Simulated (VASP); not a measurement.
# MgO (Fm-3m) in VASP: further runs

The runs below take MgO through single point, with PBE.

Everything below comes from runs of VASP 6.6.1. Logs are shortened: lines on timing, memory, paths and dates and some standing lists are left out, and cuts for length are marked.

**Measured values to compare with.**

“Electronic structure of alkaline earth and post-transition metal oxides”, 2009, arxiv:0908.1581 quotes, for a bulk crystal of MgO: band gap 7.83 eV.

How close the calculation comes is told below.

## Step 1: The cell of the first run

The structure is cubic, space group Fm-3m (No. 225). Conventional cell: a = 4.270 Å, b = 4.270 Å, c = 4.270 Å, α = 90.00°, β = 90.00°, γ = 90.00°. Mg (site symmetry m-3m) has 6 O at 2.14 Å within 2.8 Å. O (site symmetry m-3m) has 6 Mg at 2.14 Å within 2.8 Å.

## Step 2: Single point, PBE

Contents of INCAR:

```
SYSTEM = MgO
PREC = Accurate ; ENCUT = 600
EDIFF = 1E-6 ; ISMEAR = 0
SIGMA = 0.1 ; LREAL = .False.
LASPH = .True. ; NELM = 120
ALGO = Normal ; ISIF = 2
LWAVE = .False. ; LCHARG = .False.
GGA = PE ; NBANDS = 11
GGA_COMPAT = .False.
```

Contents of KPOINTS:

```
regular mesh
0
Gamma
  8 8 8
  0 0 0
```

Contents of POSCAR:

```
MgO
1.0
    0.0000000000      2.1351500000      2.1351500000
    2.1351500000      0.0000000000      2.1351500000
    2.1351500000      2.1351500000      0.0000000000
Mg O
1 1
Direct
    0.0000000000      0.0000000000      0.0000000000
    0.5000000000      0.5000000000      0.5000000000
```

Potentials or basis: VASP PAW PBE potentials, release 64 (Mg, O).

Started as:

```console
cat potpaw_PBE.64/Mg/POTCAR potpaw_PBE.64/O/POTCAR > POTCAR
mpirun -np 1 vasp_std > vasp.out
```

OUTCAR:

```text
SYSTEM = MgO
   PREC = Accurate
   ENCUT = 600
   EDIFF = 1E-6
   ISMEAR = 0
   LREAL = .False.
   LASPH = .True.
   NELM = 120
   ISIF = 2
   GGA = PE

 ion  position               nearest neighbor table
   1  0.000  0.000  0.000-   2 2.14   2 2.14   2 2.14   2 2.14   2 2.14   2 2.14
   2  0.500  0.500  0.500-   1 2.14   1 2.14   1 2.14   1 2.14   1 2.14   1 2.14

  LATTYP: Found a face centered cubic cell.
 ALAT       =     4.2703000000

  Lattice vectors:

 A1 = (   0.0000000000,   2.1351500000,   2.1351500000)
 A2 = (   2.1351500000,   0.0000000000,   2.1351500000)
 A3 = (   2.1351500000,   2.1351500000,   0.0000000000)

Analysis of symmetry for initial positions (statically):
=====================================================================
 Subroutine PRICEL returns:
 Original cell was already a primitive cell.

 Routine SETGRP: Setting up the symmetry group for a
 face centered cubic supercell.

 Subroutine GETGRP returns: Found 48 space group operations
 (whereof 48 operations were pure point group operations)
 out of a pool of 48 trial point group operations.

The static configuration has the point symmetry O_h .

Analysis of symmetry for dynamics (positions and initial velocities):
=====================================================================
 Subroutine PRICEL returns:
 Original cell was already a primitive cell.

 Routine SETGRP: Setting up the symmetry group for a
 face centered cubic supercell.

 Subroutine GETGRP returns: Found 48 space group operations
 (whereof 48 operations were pure point group operations)
 out of a pool of 48 trial point group operations.

The dynamic configuration has the point symmetry O_h .

 Subroutine INISYM returns: Found 48 space group operations
 (whereof 48 operations are pure point group operations),
 and found     1 'primitive' translations

----------------------------------------------------------------------------------------

                                     Primitive cell

  volume of cell :      19.4677

  direct lattice vectors                    reciprocal lattice vectors
     0.000000000  2.135150000  2.135150000    -0.234175585  0.234175585  0.234175585
     2.135150000  0.000000000  2.135150000     0.234175585 -0.234175585  0.234175585
     2.135150000  2.135150000  0.000000000     0.234175585  0.234175585 -0.234175585

  length of vectors
     3.019558088  3.019558088  3.019558088     0.405604011  0.405604011  0.405604011

  position of ions in fractional coordinates (direct lattice)
     0.000000000  0.000000000  0.000000000
     0.500000000  0.500000000  0.500000000

  ion indices of the primitive-cell ions
   primitive index   ion index
                 1           1
                 2           2

----------------------------------------------------------------------------------------

 KPOINTS: regular mesh

Automatic generation of k-mesh.
 Grid dimensions read from file:
 generate k-points for:    8    8    8

 Generating k-lattice:

  Cartesian coordinates                     Fractional coordinates (reciprocal lattice)
    -0.029271948  0.029271948  0.029271948     0.125000000  0.000000000  0.000000000
     0.029271948 -0.029271948  0.029271948     0.000000000  0.125000000  0.000000000
     0.029271948  0.029271948 -0.029271948     0.000000000  0.000000000  0.125000000

  Length of vectors
     0.050700501  0.050700501  0.050700501

  Shift w.r.t. Gamma in fractional coordinates (k-lattice)
     0.000000000  0.000000000  0.000000000

 Subroutine IBZKPT returns following result:
 ===========================================

 Found     29 irreducible k-points:

 Following reciprocal coordinates:
            Coordinates               Weight
  0.000000  0.000000  0.000000      1.000000
  0.125000  0.000000  0.000000      8.000000
  0.250000  0.000000  0.000000      8.000000
  0.375000  0.000000  0.000000      8.000000
  0.500000  0.000000  0.000000      4.000000
  0.125000  0.125000  0.000000      6.000000
[... 16 lines left out ...]
  0.500000  0.250000  0.125000     48.000000
 -0.375000  0.250000  0.125000     24.000000
 [... further k-points ...]
   k-points           NKPTS =     29   k-points in BZ     NKDIM =     29   number of bands    NBANDS=     11
   number of dos      NEDOS =    301   number of ions     NIONS =      2
   total plane-waves  NPLWV =  13824
   dimension x,y,z NGX =    24 NGY =   24 NGZ =   24
   dimension x,y,z NGXF=    48 NGYF=   48 NGZF=   48
   ions per type =               1   1
   NGX,Y,Z   is equivalent  to a cutoff of  13.21, 13.21, 13.21 a.u.
   NGXF,Y,Z  is equivalent  to a cutoff of  26.43, 26.43, 26.43 a.u.
 SYSTEM =  MgO
   PREC   = accura    normal or accurate (medium, high low for compatibility)
   ISTART =      0    job   : 0-new  1-cont  2-samecut
   ICHARG =      2    charge: 1-file 2-atom 10-const
   ISPIN  =      1    spin polarized calculation?
   LNONCOLLINEAR =      F non collinear calculations
   LSORBIT =      F    spin-orbit coupling
   LASPH  =      T    aspherical Exc in radial PAW
   ENCUT  =  600.0 eV  44.10 Ry    6.64 a.u.   6.03  6.03  6.03*2*pi/ulx,y,z
   NELM   =    120;   NELMIN=  2; NELMDL= -5     # of ELM steps
   EDIFF  = 0.1E-05   stopping-criterion for ELM
   LREAL  =      F    real-space projection
   EDIFFG = 0.1E-04   stopping-criterion for IOM
   NSW    =      0    number of steps for IOM
   IBRION =     -1    ionic relax: 0-MD 1-quasi-New 2-CG
   NFREE  =      0    steps in history (QN), initial steepest desc. (CG)
   ISIF   =      2    stress and relaxation
   ISYM   =      2    0-nonsym 1-usesym 2-fastsym
   POTIM  = 0.5000    time-step for ionic-motion
   TEBEG  =    0.0;   TEEND  =   0.0 temperature during run
   PSTRESS=    0.0 pullay stress
   NELECT =       8.0000    total number of electrons
   NUPDOWN=      -1.0000    fix difference up-down
   EMIN   =  10.00;   EMAX   =-10.00  energy-range for DOS
   EFERMI =   0.00;   METHOD = LEGACY
   ISMEAR =     0;   SIGMA  =   0.10  broadening in eV -4-tet -1-fermi 0-gaus
   EFERMI_NEDOS =   21; number of points for ismear=-14 and -15
   IALGO  =     38    algorithm
   IMIX   =      4    mixing-type and parameters
     AMIX     =   0.40;   BMIX     =  1.00
     AMIX_MAG =   1.60;   BMIX_MAG =  1.00
  volume/ion in A,a.u.               =       9.73        65.69
  Fermi-wavevector in a.u.,A,eV,Ry     =   1.217119  2.300022 20.155386  1.481379
  Thomas-Fermi vector in A             =   2.352450
   LORBIT       =      0    0 simple, 1 ext, 2 COOP (PROOUT), +10 PAW based schemes
   GGA     = PE    functional components
   LHFCALC =     F    Hartree Fock is set to
   AEXX    =    0.0000 exact exchange contribution
   IVDW    =     0    specifies the selected vdW correction
   LEPSILON=     F    determine dielectric tensor
   LRPA    =     F    only Hartree local field effects (RPA)
 non-spin polarized calculation
 Gauss-broadening in eV      SIGMA  =   0.10
  energy-cutoff  :      600.00
  volume of cell :       19.47
 maximum number of plane-waves:       660
   NGX = 13   NGY = 13   NGZ = 13

 number of electron       8.0000002 magnetization

 Free energy of the ion-electron system (eV)
  ---------------------------------------------------
  ext. energy  EPLUGINS =         0.00000000
  ---------------------------------------------------
  free energy    TOTEN  =       -11.91281292 eV

  energy without entropy =      -11.91281292  energy(sigma->0) =      -11.91281292

 E-fermi :   3.3885     XC(G=0): -10.8851

 val. band max:        2.8828841932   @ k =   0.0000   0.0000   0.0000
 cond. band min:       7.2194118401   @ k =   0.0000   0.0000   0.0000
 fundamental gap:      4.3365276469
 Fermi energy:         3.3884922254

 k-point     1 :       0.0000    0.0000    0.0000
  band No.  band energies     occupation
      1     -14.1740      2.00000
      2       2.8829      2.00000
      3       2.8829      2.00000
      4       2.8829      2.00000
      5       7.2194      0.00000
      6      18.4504      0.00000
      7      18.4504      0.00000
      8      18.4504      0.00000
      9      22.2580      0.00000
     10      23.9873      0.00000
     11      23.9873      0.00000

 k-point     2 :       0.1250    0.0000    0.0000
  band No.  band energies     occupation
      1     -14.0224      2.00000
      2       1.9430      2.00000
      3       2.7871      2.00000
      4       2.7871      2.00000
      5       8.1387      0.00000
      6      16.7833      0.00000
      7      18.7841      0.00000
      8      18.7841      0.00000
      9      22.9500      0.00000
     10      22.9500      0.00000
     11      24.2730      0.00000

 k-point     3 :       0.2500    0.0000    0.0000
  band No.  band energies     occupation
      1     -13.6300      2.00000
      2       0.3009      2.00000
      3       2.5659      2.00000
      4       2.5659      2.00000
      5       9.6006      0.00000
      6      15.1952      0.00000
      7      19.1949      0.00000
      8      19.1949      0.00000
      9      22.5679      0.00000
     10      22.5679      0.00000
     11      24.2021      0.00000

 k-point     4 :       0.3750    0.0000    0.0000
  band No.  band energies     occupation
      1     -13.1909      2.00000
      2      -1.0375      2.00000
      3       2.3575      2.00000
      4       2.3575      2.00000
      5      10.3874      0.00000
      6      14.8666      0.00000
      7      18.9562      0.00000
      8      18.9562      0.00000
      9      23.4483      0.00000
     10      23.8588      0.00000
     11      23.8588      0.00000
[... 239 lines left out ...]
 k-point    22 :       0.3750    0.2500    0.1250
  band No.  band energies     occupation
      1     -13.3491      2.00000
      2      -0.0370      2.00000
      3       1.7864      2.00000
      4       2.3044      2.00000
      5      10.9694      0.00000
      6      14.1975      0.00000
      7      17.5049      0.00000
      8      19.9494      0.00000
      9      20.6112      0.00000
     10      24.8387      0.00000
     11      28.0100      0.00000

 k-point    23 :       0.5000    0.2500    0.1250
  band No.  band energies     occupation
      1     -13.0035      2.00000
      2      -0.6860      2.00000
      3       1.2373      2.00000
      4       2.0647      2.00000
      5      12.0290      0.00000
      6      14.2488      0.00000
      7      16.3541      0.00000
      8      19.5283      0.00000
      9      22.1182      0.00000
     10      24.7575      0.00000
     11      28.2330      0.00000

 k-point    24 :      -0.3750    0.2500    0.1250
  band No.  band energies     occupation
      1     -12.8507      2.00000
      2      -0.9591      2.00000
      3       1.0387      2.00000
      4       1.9503      2.00000
      5      12.2655      0.00000
      6      14.6796      0.00000
      7      15.9470      0.00000
      8      19.2818      0.00000
      9      22.9276      0.00000
     10      24.4116      0.00000
     11      28.3885      0.00000

 [... further k-points ...]

------------------------ aborting loop because EDIFF is reached ----------------------------------------

  FORCE on cell =-STRESS in cart. coord.  units (eV):
  Direction    XX          YY          ZZ          XY          YZ          ZX
  --------------------------------------------------------------------------------------
  -------------------------------------------------------------------------------------
  Total       -0.3297615     -0.3297615     -0.3297615      0.0000000      0.0000000     -0.0000000
  in kB      -27.1390927    -27.1390927    -27.1390927      0.0000000      0.0000000     -0.0000000
  external PRESSURE =     -27.1390927 kB  Pullay stress =       0.0000000 kB

 VOLUME and BASIS-vectors are now :
 -----------------------------------------------------------------------------
  energy-cutoff  :      600.00
  volume of cell :       19.47
      direct lattice vectors                 reciprocal lattice vectors
     0.000000000  2.135150000  2.135150000    -0.234175585  0.234175585  0.234175585
     2.135150000  0.000000000  2.135150000     0.234175585 -0.234175585  0.234175585
     2.135150000  2.135150000  0.000000000     0.234175585  0.234175585 -0.234175585

 POSITION                                       TOTAL-FORCE (eV/Angst)
 -----------------------------------------------------------------------------------
      0.00000      0.00000      0.00000        -0.000000     -0.000000     -0.000000
      2.13515      2.13515      2.13515         0.000000      0.000000      0.000000
 -----------------------------------------------------------------------------------
    total drift:                               -0.000000     -0.000000      0.000000

  FREE ENERGIE OF THE ION-ELECTRON SYSTEM (eV)
  ---------------------------------------------------
  free  energy   TOTEN  =       -11.9128129205 eV

  energy  without entropy=      -11.9128129205  energy(sigma->0) =      -11.91281292
```

Run time: 3.6 s. Hardware: 1 thread of Intel Xeon Platinum 8488C (Sapphire Rapids), shared host; peak memory 0.13 GiB.

What came out:

```yaml
Free_energy: -11.9128 eV
Pressure: -2.7 GPa
Band_gap_on_the_k_mesh: 4.34 eV, direct
```

Levels at points of the mesh, in eV from the valence-band top:
```csv
k point,band 1,band 2,band 3,band 4,band 5,band 6,band 7,band 8
"(0.00, 0.00, 0.00)",-17.06,0.00,0.00,0.00,4.34,15.57,15.57,15.57
"(0.50, 0.00, 0.00)",-15.87,-4.44,-0.61,-0.61,7.64,12.14,15.89,15.89
"(0.50, 0.50, 0.00)",-15.63,-3.92,-1.29,-1.29,9.07,9.53,12.67,18.35
```

## Step 3: Single point, PBE

This run uses another cell than the first one, of 9.12 Å³/atom, 0.936 times its volume.

Contents of INCAR:

```
PREC     = Accurate       # precision mode
ENCUT    = 600            # plane-wave cutoff, eV
EDIFF    = 1E-6           # SCF threshold, eV
ISMEAR   = 0              # smearing method
SIGMA    = 0.01           # smearing width, eV
LREAL    = False          # projectors in reciprocal space
LASPH    = True           # aspherical terms in the spheres
NELM     = 120            # most SCF steps
ALGO     = Normal         # electronic algorithm
ISIF     = 2              # what is computed and relaxed
LWAVE    = False          # write WAVECAR
LCHARG   = True           # write CHGCAR
GGA      = PE             # functional
LELF     = True           # ELF
LVHAR    = True         
NBANDS   = 11             # bands
GGA_COMPAT= False
```

Contents of KPOINTS:

```
regular mesh
0
Gamma
  10 10 10
```

Contents of POSCAR:

```
MgO
1.0
    0.0000000000      2.0889564158      2.0889564158
    2.0889564158      0.0000000000      2.0889564158
    2.0889564158      2.0889564158      0.0000000000
Mg O
1 1
Direct
    0.0000000000      0.0000000000      0.0000000000
    0.5000000000      0.5000000000      0.5000000000
```

Potentials or basis: VASP PAW PBE potentials, release 64 (Mg, O).

Started as:

```console
cat potpaw_PBE.64/Mg/POTCAR potpaw_PBE.64/O/POTCAR > POTCAR
mpirun -np 1 vasp_std > vasp.out
```

OUTCAR:

```text
PREC = Accurate
   ENCUT = 600
   EDIFF = 1E-6
   ISMEAR = 0
   LREAL = False
   LASPH = True
   NELM = 120
   ISIF = 2
   GGA = PE

 ion  position               nearest neighbor table
   1  0.000  0.000  0.000-   2 2.09   2 2.09   2 2.09   2 2.09   2 2.09   2 2.09
   2  0.500  0.500  0.500-   1 2.09   1 2.09   1 2.09   1 2.09   1 2.09   1 2.09

  LATTYP: Found a face centered cubic cell.
 ALAT       =     4.1779128316

  Lattice vectors:

 A1 = (   0.0000000000,   2.0889564158,   2.0889564158)
[... 522 lines left out ...]
------------------------ aborting loop because EDIFF is reached ----------------------------------------

  FORCE on cell =-STRESS in cart. coord.  units (eV):
  Direction    XX          YY          ZZ          XY          YZ          ZX
  --------------------------------------------------------------------------------------
  -------------------------------------------------------------------------------------
  Total        0.9114279      0.9114279      0.9114279      0.0000000      0.0000000     -0.0000000
  in kB       80.0967252     80.0967252     80.0967252      0.0000000      0.0000000     -0.0000000
  external PRESSURE =      80.0967252 kB  Pullay stress =       0.0000000 kB

 VOLUME and BASIS-vectors are now :
 -----------------------------------------------------------------------------
  energy-cutoff  :      600.00
  volume of cell :       18.23
      direct lattice vectors                 reciprocal lattice vectors
     0.000000000  2.088956416  2.088956416    -0.239353965  0.239353965  0.239353965
     2.088956416  0.000000000  2.088956416     0.239353965 -0.239353965  0.239353965
     2.088956416  2.088956416  0.000000000     0.239353965  0.239353965 -0.239353965

 POSITION                                       TOTAL-FORCE (eV/Angst)
 -----------------------------------------------------------------------------------
      0.00000      0.00000      0.00000         0.000000     -0.000000      0.000000
      2.08896      2.08896      2.08896         0.000000      0.000000      0.000000
 -----------------------------------------------------------------------------------
    total drift:                               -0.000000     -0.000000      0.000000

  FREE ENERGIE OF THE ION-ELECTRON SYSTEM (eV)
  ---------------------------------------------------
  free  energy   TOTEN  =       -11.8913648061 eV

  energy  without entropy=      -11.8913648061  energy(sigma->0) =      -11.89136481
```

stdout:

```text
POSCAR found type information on POSCAR MgO
 POSCAR found :  2 types and       2 ions
 scaLAPACK will be used
 LDA part: xc-table for (Slater+PW92), standard interpolation
 POSCAR, INCAR and KPOINTS ok, starting setup
 FFT: planning ... GRIDC
 FFT: planning ... GRID_SOFT
 FFT: planning ... GRID
 WAVECAR not read
 entering main loop
```

It took 3.8 s on 1 thread of Intel Xeon 6975P-C (Granite Rapids), shared host; peak memory 0.14 GiB.

What came out:

```
Free energy            : -11.8914 eV
Pressure               : 8.0 GPa
Band gap on the k mesh : 4.97 eV, direct
```

## Step 4: Single point, PBE

This run uses another cell than the first one, of 9.83 Å³/atom, 1.009 times its volume.

Contents of INCAR:

```
  ALGO = Normal
  EDIFF = 1E-6
  ENCUT = 600
  GGA = PE
  GGA_COMPAT = F
  ISIF = 2
  ISMEAR = 0
  LASPH = T
  LCHARG = T
  LELF = T
  LREAL = F
  LVHAR = T
  LWAVE = F
  NBANDS = 11
  NELM = 120
  PREC = Accurate
  SIGMA = 0.01
```

Contents of KPOINTS:

```
k-points
0
Gamma
  10 10 10
```

Contents of POSCAR:

```
MgO
1.0
    0.0000000000      2.1417990665      2.1417990665
    2.1417990665      0.0000000000      2.1417990665
    2.1417990665      2.1417990665      0.0000000000
Mg O
1 1
Direct
    0.0000000000      0.0000000000      0.0000000000
    0.5000000000      0.5000000000      0.5000000000
```

Started as:

```console
cat potpaw_PBE.64/Mg/POTCAR potpaw_PBE.64/O/POTCAR > POTCAR
mpirun -np 1 vasp_std > vasp.out
```

Wall time 3.8 s (1 thread of Intel Xeon 6975P-C (Granite Rapids), shared host); peak memory 0.14 GiB.

Results (log left out):

* Free energy: -11.9095 eV
* Pressure: -4.0 GPa
* Band gap on the k mesh: 4.25 eV, direct

Levels at points of the mesh, in eV from the valence-band top:
```
           k point  band 1  band 2  band 3  band 4  band 5  band 6  band 7  band 8  band 9
(0.00, 0.00, 0.00)  -17.01    0.00    0.00    0.00    4.25   15.51   15.51   15.51   19.30
(0.50, 0.00, 0.00)  -15.85   -4.40   -0.60   -0.60    7.58   12.04   15.80   15.80   20.14
(0.50, 0.50, 0.00)  -15.61   -3.88   -1.28   -1.28    9.06    9.43   12.57   18.21   18.21
```

## Step 5: The runs side by side

| cell | k mesh | smearing | gap on the mesh (eV) | pressure (GPa) |
| --- | --- | --- | --- | --- |
| a = 3.020 Å, angles 60.0°, 2 atoms | 8 × 8 × 8 | gaussian 0.1 eV | 4.34 | -2.7 |
| a = 2.954 Å, angles 60.0°, 2 atoms | 10 × 10 × 10 | gaussian 0.01 eV | 4.97 | 8.0 |
| a = 3.029 Å, angles 60.0°, 2 atoms | 10 × 10 × 10 | gaussian 0.01 eV | 4.25 | -4.0 |

Alike in all rows: task single point; level PBE; potentials or basis VASP PAW PBE potentials, release 64 (Mg, O); no spin polarisation; cutoff (eV) 600.

Absolute energies hang on the potentials; compare differences alone.

## Step 6: Against experiment

Step 2. Against the measured gap of MgO, 7.83 eV (quoted in “Electronic structure of alkaline earth and post-transition metal oxides”, 2009, arxiv:0908.1581), the calculated 4.34 eV is off by -3.49 eV. The value is that of PBE, without temperature or zero-point motion. Semilocal functionals fall short of measured gaps as a rule.
